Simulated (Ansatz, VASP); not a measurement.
Hf: VASP beside Ansatz

The input INCAR:

```
PREC = Accurate ; ENCUT = 520
EDIFF = 1E-7 ; ISMEAR = 0
SIGMA = 0.15 ; LREAL = F
LASPH = T ; NELM = 60
ALGO = Fast ; ISIF = 2
LWAVE = F ; LCHARG = F
GGA = PS ; NBANDS = 17
```

Contents of KPOINTS:

```
Automatic mesh
0
Gamma
  18 18 10
```

The input POSCAR:

```
Hf
1.0
    3.1966985242      0.0000000000      0.0000000000
   -1.5983492621      2.5607904704      0.0000000000
    0.0000000000      0.0000000000      5.0578000000
Hf
2
Direct
    0.3333333333      0.6666666667      0.2500000000
    0.6666666667      0.3333333333      0.7500000000
```

Input for Ansatz:

```yaml
crystal:
  lattice:
    - [3.1966985242, 0.0, 0.0]
    - [-1.5983492621, 2.5607904704, 0.0]
    - [0.0, 0.0, 5.0578]
  atoms:
    - { symbol: Hf, position: [0.3333333333, 0.6666666667, 0.25] }
    - { symbol: Hf, position: [0.6666666667, 0.3333333333, 0.75] }
basis:
  ecutwfc: 420
kpoints:
  mp_grid: { grid: [18, 18, 10] }
hamiltonian:
  xc: pbesol
scf:
  occupations: { method: gaussian, width: 0.15 }
output:
  forces: true
  stress: true
  eigenvalues: true
```

Change from the starting cell: strain -0.0750 x Voigt [0, 1, 0, 0, 0, 0], atoms carried along.

Alike in both runs: task single point; functional PBEsol; k mesh 18 × 18 × 10; occupations gaussian, width 0.15 eV; no spin polarisation.

|  | VASP | Ansatz |
| --- | --- | --- |
| version | VASP 6.6.1 | Ansatz 0.2.0 |
| potentials or method | VASP PAW PBE potentials, release 64 (Hf_pv), cutoff 520 eV | scalar-relativistic, plane waves, PAW |
| valence electrons in the cell | 20 | 52 |

|  | VASP | Ansatz | Ansatz less VASP |
| --- | --- | --- | --- |
| gap on the k mesh at the Fermi level (eV) | none | none | - |
| pressure (GPa) | 4.8 | 5.2 | +0.35 |
| traceless stress, the component that is largest in VASP (GPa) | 7.39 | 7.32 | -0.063 |
| rms of the force components (eV/Å) | 0.114 | 0.115 | +0.0011 |

VASP's potentials were made for PBE, not for PBEsol. Atom by atom the forces differ by 0.001 eV/Å (rms over components). A gap of «none» marks a metal or a gap that the smearing closes. The functional is the same, so the differences come from potentials, cutoffs and numerics. VASP's potentials hold 20 valence electrons a cell and Ansatz's 52, so a difference there can come from the potentials and not from the codes.

Spin-orbit coupling is off throughout.
